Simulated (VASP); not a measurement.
Crystal: Se.

```
Se
1.0
    -1.30311    1.30311    3.51003
     1.30311   -1.30311    3.51003
     1.30311    1.30311   -3.51003
Se
1
Direct
  0.00000 0.00000 0.00000
```

| Property | Result |
| --- | --- |
| Program | VASP 6.6.1 |
| Task | relaxation of cell and atoms |
| Functional | PBEsol |
| Potentials or basis | VASP PAW PBE potentials, release 64 (Se) |
| Cutoff | 600 eV |
| k mesh | 22 × 22 × 22 |
| Occupations | gaussian, width 0.1 eV |
| Spin | no spin polarisation |

At the start: pressure 0.3 GPa; volume 23.84 Å³/atom.

Task: How do energy, volume and symmetry change on relaxing?

Result: Over 7 steps the energy falls by 3.1 meV/atom and the volume is 24.99 Å³/atom (+4.8 %); space group I4/mmm (No. 139, to 0.1 Å) before and after.

Step by step:
```csv
step,energy change (eV),largest force (eV/Å),pressure (GPa),volume (Å³)
1,0.0000,0.0000,0.29,23.84
2,-0.0009,0.0000,0.30,23.99
3,-0.0026,0.0000,0.35,24.44
4,-0.0020,0.0000,0.57,25.32
5,-0.0029,0.0000,0.43,24.80
6,-0.0026,0.0000,-0.62,25.29
7,-0.0031,0.0000,0.01,24.99
```

Final structure:
```yaml
crystal:
  lattice:
    - [-1.30274, 1.30274, 3.68171]
    - [1.30274, -1.30274, 3.68171]
    - [1.30274, 1.30274, -3.68171]
  atoms:
    - { symbol: Se, position: [0.00000, 0.00000, 0.00000] }
```

Caveat: the PAW data sets were made with another functional, which shifts forces and pressure a little.
